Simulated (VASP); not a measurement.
The system is GaAs.

```
Ga As
1.0
     0.00000    2.83308    2.83308
     2.83308    0.00000    2.83308
     2.83308    2.83308    0.00000
Ga As
1 1
Direct
  0.00000 0.00000 0.00000
  0.25000 0.25000 0.25000
```

Base run:

- Program: VASP 6.6.1
- Functional: r2SCAN
- Potentials or basis: VASP PAW PBE potentials, release 64 (Ga_d, As)
- Cutoff: 520 eV
- k mesh: 6 × 6 × 6
- Occupations: gaussian, width 0.01 eV
- Spin: no spin polarisation

Its results: band gap on the k mesh 0.94 eV, direct; pressure 0.1 GPa.

Question: The run is repeated on the same cell with these changes: functional from r2SCAN to PBE; further incar settings from ALGO = Normal; EDIFF = 1e-07; NBANDS = 16 to ALGO = Normal; EDIFF = 1e-06; NBANDS = 16. What comes out?

Answer: Band gap on the k mesh 0.47 eV, direct; pressure 2.9 GPa.

Caveats: the PAW data sets were made with another functional, which shifts forces and pressure a little (some runs).

A k mesh can miss the band edges.
